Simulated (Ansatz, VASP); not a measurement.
Rh in VASP and in Ansatz

The input INCAR:

```
SYSTEM = Rh
  PREC = Accurate
  ENCUT = 520
  EDIFF = 1E-6
  ISMEAR = 0
  SIGMA = 0.019000000000000003
  LREAL = .FALSE.
  LASPH = .TRUE.
  NELM = 60
  ALGO = Normal
  ISIF = 2
  LWAVE = .FALSE.
  LCHARG = .TRUE.
  GGA = PE
  LELF = .TRUE.
  LVHAR = .TRUE.
  NBANDS = 14
```

KPOINTS

```
regular mesh
0
G
  12 12 12
  0 0 0
```

The input POSCAR:

```
Rh
1.0
    0.0000000000      1.8978500000      1.8978500000
    1.8978500000      0.0000000000      1.8978500000
    1.8978500000      1.8978500000      0.0000000000
Rh
1
Direct
    0.0000000000      0.0000000000      0.0000000000
```

Contents of input.yaml:

```yaml
crystal:
  lattice:
    - [0.0, 1.89785, 1.89785]
    - [1.89785, 0.0, 1.89785]
    - [1.89785, 1.89785, 0.0]
  atoms:
    - { symbol: Rh, position: [0.0, 0.0, 0.0] }
kpoints:
  mp_grid: { grid: [12, 12, 12] }
scf:
  occupations: { method: gaussian, width: 0.019 }
hamiltonian:
  xc: pbe
  pseudopotentials: { kind: all_electron, lapw: { basis_error: 0.001 } }
output:
  forces: true
  stress: true
  eigenvalues: true
```

Alike in both runs: task single point; functional PBE; k mesh 12 × 12 × 12; occupations gaussian, width 0.019 eV; no spin polarisation.

|  | VASP | Ansatz |
| --- | --- | --- |
| version | VASP 6.6.1 | Ansatz 0.2.0 |
| potentials or method | VASP PAW PBE potentials, release 64 (Rh_pv), cutoff 520 eV | all-electron LAPW, scalar-relativistic |

Ansatz gave:

```
gap on the k mesh at the Fermi level (eV) : none
pressure (GPa)                            : 7.2
```

**Question.** Estimate VASP's values.

**Answer.** gap on the k mesh at the Fermi level (eV): none; pressure (GPa): 7.4.

A gap of «none» marks a metal or a gap that the smearing closes. Ansatz ran all-electron here, and VASP with PAW potentials.
